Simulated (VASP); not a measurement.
# LiTl2B6 (Fm-3m) in VASP: a series of runs

The runs below take LiTl2B6 through single point, with PBE.

Program: VASP 6.6.1. These are calculated values, not measurements. Logs are shortened: lines on timing, memory, paths and dates and some standing lists are left out, and cuts for length are marked.

**1. The cell of the first run**

It takes space group Fm-3m (No. 225, cubic). Conventional cell: a = 7.851 Å, b = 7.851 Å, c = 7.851 Å, α = 90.00°, β = 90.00°, γ = 90.00°. Within 2.1 Å of Li (site symmetry m-3m) lie 6 B at 1.59 Å. Within 3.7 Å of Tl (site symmetry -43m) lie 12 B at 2.80 Å and 4 Li at 3.40 Å. Within 2.1 Å of B (site symmetry 4mm) lie 1 Li at 1.59 Å.

**2. Single point, PBE**

INCAR reads:

```
PREC = Accurate
ENCUT = 520
EDIFF = 1E-6
ISMEAR = 0
SIGMA = 0.1
LREAL = False
LASPH = True
NELM = 100
ALGO = Normal
ISIF = 2
LWAVE = False
LCHARG = False
GGA = PE
NBANDS = 34
```

KPOINTS reads:

```
Automatic mesh
0
Gamma
  4 4 4
```

POSCAR reads:

```
LiTl2B6
1.0
    0.0000000000      3.9256926100      3.9256926100
    3.9256926100      0.0000000000      3.9256926100
    3.9256926100      3.9256926100      0.0000000000
Li Tl B
1 2 6
Direct
    0.0000000000      0.0000000000      0.0000000000
    0.7500000000      0.7500000000      0.7500000000
    0.2500000000      0.2500000000      0.2500000000
    0.7978621700      0.7978621700      0.2021378300
    0.2021378300      0.7978621700      0.2021378300
    0.7978621700      0.2021378300      0.2021378300
    0.2021378300      0.2021378300      0.7978621700
    0.7978621700      0.2021378300      0.7978621700
    0.2021378300      0.7978621700      0.7978621700
```

Potentials or basis: VASP PAW PBE potentials, release 64 (Li_sv, Tl_d, B).

Launch:

```console
> cat potpaw_PBE.64/Li_sv/POTCAR potpaw_PBE.64/Tl_d/POTCAR potpaw_PBE.64/B/POTCAR > POTCAR
> mpirun -np 1 vasp_std > vasp.out
```

OUTCAR:

```text
PREC = Accurate
   ENCUT = 520
   EDIFF = 1E-6
   ISMEAR = 0
   LREAL = False
   LASPH = True
   NELM = 100
   ISIF = 2
   GGA = PE

 ion  position               nearest neighbor table
   1  0.000  0.000  0.000-   4 1.59   5 1.59   6 1.59   7 1.59   8 1.59   9 1.59
   2  0.750  0.750  0.750-   4 2.80   8 2.80   9 2.80   4 2.80   5 2.80   6 2.80   6 2.80   7 2.80
                             8 2.80   5 2.80   7 2.80   9 2.80   3 3.93   3 3.93   3 3.93   3 3.93
   3  0.250  0.250  0.250-   4 2.80   6 2.80   8 2.80   4 2.80   5 2.80   9 2.80   7 2.80   8 2.80
                             9 2.80   5 2.80   6 2.80   7 2.80   2 3.93   2 3.93   2 3.93   2 3.93
   4  0.798  0.798  0.202-   1 1.59   2 2.80   2 2.80   3 2.80   3 2.80
   5  0.202  0.798  0.202-   1 1.59   2 2.80   2 2.80   3 2.80   3 2.80
   6  0.798  0.202  0.202-   1 1.59   2 2.80   2 2.80   3 2.80   3 2.80
   7  0.202  0.202  0.798-   1 1.59   2 2.80   2 2.80   3 2.80   3 2.80
   8  0.798  0.202  0.798-   1 1.59   2 2.80   2 2.80   3 2.80   3 2.80
   9  0.202  0.798  0.798-   1 1.59   2 2.80   2 2.80   3 2.80   3 2.80

  LATTYP: Found a face centered cubic cell.
 ALAT       =     7.8513852200

  Lattice vectors:

 A1 = (   0.0000000000,   3.9256926100,   3.9256926100)
 A2 = (   3.9256926100,   0.0000000000,   3.9256926100)
 A3 = (   3.9256926100,   3.9256926100,   0.0000000000)

Analysis of symmetry for initial positions (statically):
=====================================================================
 Subroutine PRICEL returns:
 Original cell was already a primitive cell.

 Routine SETGRP: Setting up the symmetry group for a
 face centered cubic supercell.

 Subroutine GETGRP returns: Found 48 space group operations
[... 9 lines left out ...]

 Routine SETGRP: Setting up the symmetry group for a
 face centered cubic supercell.

 Subroutine GETGRP returns: Found 48 space group operations
[... 11 lines left out ...]
                                     Primitive cell

  volume of cell :     120.9982

  direct lattice vectors                    reciprocal lattice vectors
     0.000000000  3.925692610  3.925692610    -0.127366060  0.127366060  0.127366060
     3.925692610  0.000000000  3.925692610     0.127366060 -0.127366060  0.127366060
     3.925692610  3.925692610  0.000000000     0.127366060  0.127366060 -0.127366060

  length of vectors
     5.551767731  5.551767731  5.551767731     0.220604487  0.220604487  0.220604487

  position of ions in fractional coordinates (direct lattice)
     0.000000000  0.000000000  0.000000000
     0.750000000  0.750000000  0.750000000
     0.250000000  0.250000000  0.250000000
     0.797862170  0.797862170  0.202137830
     0.202137830  0.797862170  0.202137830
     0.797862170  0.202137830  0.202137830
     0.202137830  0.202137830  0.797862170
     0.797862170  0.202137830  0.797862170
     0.202137830  0.797862170  0.797862170

  ion indices of the primitive-cell ions
   primitive index   ion index
                 1           1
                 2           2
                 3           3
                 4           4
                 5           5
                 6           6
                 7           7
                 8           8
                 9           9

----------------------------------------------------------------------------------------

 KPOINTS: Automatic mesh

Automatic generation of k-mesh.
 Grid dimensions read from file:
 generate k-points for:    4    4    4

 Generating k-lattice:

  Cartesian coordinates                     Fractional coordinates (reciprocal lattice)
    -0.031841515  0.031841515  0.031841515     0.250000000  0.000000000  0.000000000
     0.031841515 -0.031841515  0.031841515     0.000000000  0.250000000  0.000000000
     0.031841515  0.031841515 -0.031841515     0.000000000  0.000000000  0.250000000

  Length of vectors
     0.055151122  0.055151122  0.055151122

  Shift w.r.t. Gamma in fractional coordinates (k-lattice)
     0.000000000  0.000000000  0.000000000

 Subroutine IBZKPT returns following result:
 ===========================================

 Found      8 irreducible k-points:

 Following reciprocal coordinates:
            Coordinates               Weight
  0.000000  0.000000  0.000000      1.000000
  0.250000  0.000000  0.000000      8.000000
  0.500000  0.000000  0.000000      4.000000
  0.250000  0.250000  0.000000      6.000000
  0.500000  0.250000  0.000000     24.000000
 -0.250000  0.250000  0.000000     12.000000
  0.500000  0.500000  0.000000      3.000000
 -0.250000  0.500000  0.250000      6.000000
   k-points           NKPTS =      8   k-points in BZ     NKDIM =      8   number of bands    NBANDS=     34
   number of dos      NEDOS =    301   number of ions     NIONS =      9
   total plane-waves  NPLWV =  74088
   dimension x,y,z NGX =    42 NGY =   42 NGZ =   42
   dimension x,y,z NGXF=    84 NGYF=   84 NGZF=   84
   ions per type =               1   2   6
   NGX,Y,Z   is equivalent  to a cutoff of  12.58, 12.58, 12.58 a.u.
   NGXF,Y,Z  is equivalent  to a cutoff of  25.15, 25.15, 25.15 a.u.
 SYSTEM =  unknown system
   PREC   = accura    normal or accurate (medium, high low for compatibility)
   ISTART =      0    job   : 0-new  1-cont  2-samecut
   ICHARG =      2    charge: 1-file 2-atom 10-const
   ISPIN  =      1    spin polarized calculation?
   LNONCOLLINEAR =      F non collinear calculations
   LSORBIT =      F    spin-orbit coupling
   LASPH  =      T    aspherical Exc in radial PAW
   ENCUT  =  520.0 eV  38.22 Ry    6.18 a.u.  10.32 10.32 10.32*2*pi/ulx,y,z
   NELM   =    100;   NELMIN=  2; NELMDL= -5     # of ELM steps
   EDIFF  = 0.1E-05   stopping-criterion for ELM
   LREAL  =      F    real-space projection
   EDIFFG = 0.1E-04   stopping-criterion for IOM
   NSW    =      0    number of steps for IOM
   IBRION =     -1    ionic relax: 0-MD 1-quasi-New 2-CG
   NFREE  =      0    steps in history (QN), initial steepest desc. (CG)
   ISIF   =      2    stress and relaxation
   ISYM   =      2    0-nonsym 1-usesym 2-fastsym
   POTIM  = 0.5000    time-step for ionic-motion
   TEBEG  =    0.0;   TEEND  =   0.0 temperature during run
   PSTRESS=    0.0 pullay stress
   NELECT =      47.0000    total number of electrons
   NUPDOWN=      -1.0000    fix difference up-down
   EMIN   =  10.00;   EMAX   =-10.00  energy-range for DOS
   EFERMI =   0.00;   METHOD = LEGACY
   ISMEAR =     0;   SIGMA  =   0.10  broadening in eV -4-tet -1-fermi 0-gaus
   EFERMI_NEDOS =   21; number of points for ismear=-14 and -15
   IALGO  =     38    algorithm
   IMIX   =      4    mixing-type and parameters
     AMIX     =   0.40;   BMIX     =  1.00
     AMIX_MAG =   1.60;   BMIX_MAG =  1.00
  volume/ion in A,a.u.               =      13.44        90.73
  Fermi-wavevector in a.u.,A,eV,Ry     =   1.194486  2.257252 19.412758  1.426797
  Thomas-Fermi vector in A             =   2.330475
   LORBIT       =      0    0 simple, 1 ext, 2 COOP (PROOUT), +10 PAW based schemes
   GGA     = PE    functional components
   LHFCALC =     F    Hartree Fock is set to
   AEXX    =    0.0000 exact exchange contribution
   IVDW    =     0    specifies the selected vdW correction
   LEPSILON=     F    determine dielectric tensor
   LRPA    =     F    only Hartree local field effects (RPA)
 non-spin polarized calculation
 Gauss-broadening in eV      SIGMA  =   0.10
  energy-cutoff  :      520.00
  volume of cell :      121.00
 maximum number of plane-waves:      3287
 NGX is ok and might be reduce to    42
   NGX = 21   NGY = 21   NGZ = 21

 number of electron      47.0000005 magnetization

 Free energy of the ion-electron system (eV)
  ---------------------------------------------------
  ext. energy  EPLUGINS =         0.00000000
  ---------------------------------------------------
  free energy    TOTEN  =       -22.57231893 eV

  energy without entropy =      -22.53822744  energy(sigma->0) =      -22.55527319

 E-fermi :   5.0310     XC(G=0): -10.5022

 val. band max:        5.0009335631   @ k =   0.2500   0.2500   0.0000
 cond. band min:       5.0428350028   @ k =   0.2500   0.0000   0.0000
 fundamental gap:      0.0419014397
 Fermi energy:         5.0309601469

 k-point     1 :       0.0000    0.0000    0.0000
  band No.  band energies     occupation
      1     -40.7856      2.00000
      2      -6.3885      2.00000
      3      -6.3273      2.00000
      4      -6.3273      2.00000
      5      -6.3273      2.00000
      6      -6.1927      2.00000
[... 26 lines left out ...]
     33      11.6837      0.00000
     34      11.7118      0.00000

 k-point     2 :       0.2500    0.0000    0.0000
  band No.  band energies     occupation
      1     -40.7856      2.00000
      2      -6.3941      2.00000
      3      -6.2711      2.00000
      4      -6.2711      2.00000
      5      -6.1380      2.00000
      6      -6.1380      2.00000
[... 26 lines left out ...]
     33      10.9081      0.00000
     34      10.9081      0.00000

 k-point     3 :       0.5000    0.0000    0.0000
  band No.  band energies     occupation
      1     -40.7856      2.00000
      2      -6.3673      2.00000
      3      -6.1814      2.00000
      4      -6.1814      2.00000
      5      -6.0418      2.00000
      6      -6.0418      2.00000
[... 26 lines left out ...]
     33       9.7000      0.00000
     34       9.8668      0.00000
[... 112 lines left out ...]
 k-point     7 :       0.5000    0.5000    0.0000
  band No.  band energies     occupation
      1     -40.7856      2.00000
      2      -6.4637      2.00000
      3      -6.1539      2.00000
      4      -6.1341      2.00000
      5      -6.1011      2.00000
      6      -6.1011      2.00000
[... 26 lines left out ...]
     33       9.5735      0.00000
     34       9.5735      0.00000

 k-point     8 :      -0.2500    0.5000    0.2500
  band No.  band energies     occupation
      1     -40.7855      2.00000
      2      -6.4125      2.00000
      3      -6.1781      2.00000
      4      -6.1229      2.00000
      5      -6.1229      2.00000
      6      -6.0828      2.00000
[... 26 lines left out ...]
     33      10.3241      0.00000
     34      10.3333      0.00000

------------------------ aborting loop because EDIFF is reached ----------------------------------------

  FORCE on cell =-STRESS in cart. coord.  units (eV):
  Direction    XX          YY          ZZ          XY          YZ          ZX
  --------------------------------------------------------------------------------------
  -------------------------------------------------------------------------------------
  Total        8.3650369      8.3650369      8.3650369      0.0000000      0.0000000      0.0000000
  in kB      110.7642407    110.7642407    110.7642407      0.0000000      0.0000000      0.0000000
  external PRESSURE =     110.7642407 kB  Pullay stress =       0.0000000 kB

 VOLUME and BASIS-vectors are now :
 -----------------------------------------------------------------------------
  energy-cutoff  :      520.00
  volume of cell :      121.00
      direct lattice vectors                 reciprocal lattice vectors
     0.000000000  3.925692610  3.925692610    -0.127366060  0.127366060  0.127366060
     3.925692610  0.000000000  3.925692610     0.127366060 -0.127366060  0.127366060
     3.925692610  3.925692610  0.000000000     0.127366060  0.127366060 -0.127366060

 POSITION                                       TOTAL-FORCE (eV/Angst)
 -----------------------------------------------------------------------------------
      0.00000      0.00000      0.00000         0.000000      0.000000     -0.000000
      5.88854      5.88854      5.88854         0.000000      0.000000     -0.000000
      1.96285      1.96285      1.96285         0.000000      0.000000     -0.000000
      3.92569      3.92569      6.26432         0.000000      0.000000     -2.336840
      3.92569      1.58706      3.92569         0.000000      2.336840     -0.000000
      1.58706      3.92569      3.92569         2.336840      0.000000     -0.000000
      3.92569      3.92569      1.58706         0.000000      0.000000      2.336840
      3.92569      6.26432      3.92569         0.000000     -2.336840     -0.000000
      6.26432      3.92569      3.92569        -2.336840      0.000000     -0.000000
 -----------------------------------------------------------------------------------
    total drift:                               -0.000000     -0.000000      0.000000

  FREE ENERGIE OF THE ION-ELECTRON SYSTEM (eV)
  ---------------------------------------------------
  free  energy   TOTEN  =       -22.5723189347 eV

  energy  without entropy=      -22.5382274425  energy(sigma->0) =      -22.55527319
```

It took 38 s on 1 thread of Intel Xeon 6975P-C (Granite Rapids), shared host; peak memory 0.25 GiB.

Results:

| Quantity | Value |
| --- | --- |
| Free energy | -22.5723 eV |
| Largest force | 2.337 eV/Å |

Forces in eV/Å, atoms in the order of the input:
```
Li   0.000  0.000  0.000
Tl   0.000  0.000  0.000
Tl   0.000  0.000  0.000
B    0.000  0.000 -2.337
B    0.000  2.337  0.000
B    2.337  0.000  0.000
B    0.000  0.000  2.337
B    0.000 -2.337  0.000
B   -2.337  0.000  0.000
```

Caveat: the cutoff is under 1.25 times the usual one of these potentials, so pressure, stress and relaxed cells hold a basis-set (Pulay) error; spin-orbit coupling is left out, which moves the levels of the heavy elements; forces of over 1 eV/Å act on the atoms, so gaps and moduli don't describe the material at rest.

**3. Single point, PBE**

This run uses another cell than the first one, of 16.97 Å³/atom, 1.262 times its volume.

INCAR reads:

```
SYSTEM = LiTl2B6
ALGO = Normal ; EDIFF = 1E-6
ENCUT = 520 ; GGA = PE
ISIF = 2 ; ISMEAR = 0
LASPH = .TRUE. ; LCHARG = .TRUE.
LELF = .TRUE. ; LREAL = .FALSE.
LVHAR = .TRUE. ; LWAVE = .FALSE.
NBANDS = 34 ; NELM = 100
PREC = Accurate ; SIGMA = 0.1
```

KPOINTS reads:

```
k-points
0
G
  4 4 4
  0 0 0
```

POSCAR reads:

```
LiTl2B6
1.0
    0.0000000000      4.2423076755      4.2423076755
    4.2423076755      0.0000000000      4.2423076755
    4.2423076755      4.2423076755      0.0000000000
Li Tl B
1 2 6
Direct
    0.0000000000      0.0000000000      0.0000000000
    0.7500000000      0.7500000000      0.7500000000
    0.2500000000      0.2500000000      0.2500000000
    0.6443734528      0.6443734528      0.3556265472
    0.3556265472      0.6443734528      0.3556265472
    0.6443734528      0.3556265472      0.3556265472
    0.3556265472      0.3556265472      0.6443734528
    0.6443734528      0.3556265472      0.6443734528
    0.3556265472      0.6443734528      0.6443734528
```

Potentials or basis: VASP PAW PBE potentials, release 64 (Li_sv, Tl_d, B).

Launch:

```console
> cat potpaw_PBE.64/Li_sv/POTCAR potpaw_PBE.64/Tl_d/POTCAR potpaw_PBE.64/B/POTCAR > POTCAR
> mpirun -np 1 vasp_std > vasp.out
```

It took 47 s on 1 thread of Intel Xeon 6975P-C (Granite Rapids), shared host; peak memory 0.32 GiB.

The run converged. Its results:

```yaml
Free_energy: -37.8558 eV
Largest_force: 0.027 eV/Å
```

Forces in eV/Å, atoms in the order of the input:
```
Li   0.000  0.000  0.000
Tl   0.000  0.000  0.000
Tl   0.000  0.000  0.000
B    0.000  0.000  0.027
B    0.000 -0.027  0.000
B   -0.027  0.000  0.000
B    0.000  0.000 -0.027
B    0.000  0.027  0.000
B    0.027  0.000  0.000
```

Levels at points of the mesh, in eV from the Fermi level:
```
           k point  band 19  band 20  band 21  band 22  band 23  band 24  band 25  band 26  band 27  band 28
(0.00, 0.00, 0.00)    -3.30    -3.30    -0.61    -0.61     0.17     0.17     0.17     0.27     4.12     4.12
(0.50, 0.00, 0.00)    -2.94    -2.75    -1.16    -1.16    -0.92    -0.43     1.08     1.08     2.44     2.44
(0.50, 0.50, 0.00)    -2.39    -2.39    -1.65    -0.56    -0.50    -0.50    -0.44     1.29     3.31     3.31
```

Caveat: the cutoff is under 1.25 times the usual one of these potentials, so pressure, stress and relaxed cells hold a basis-set (Pulay) error; spin-orbit coupling is left out, which moves the levels of the heavy elements.
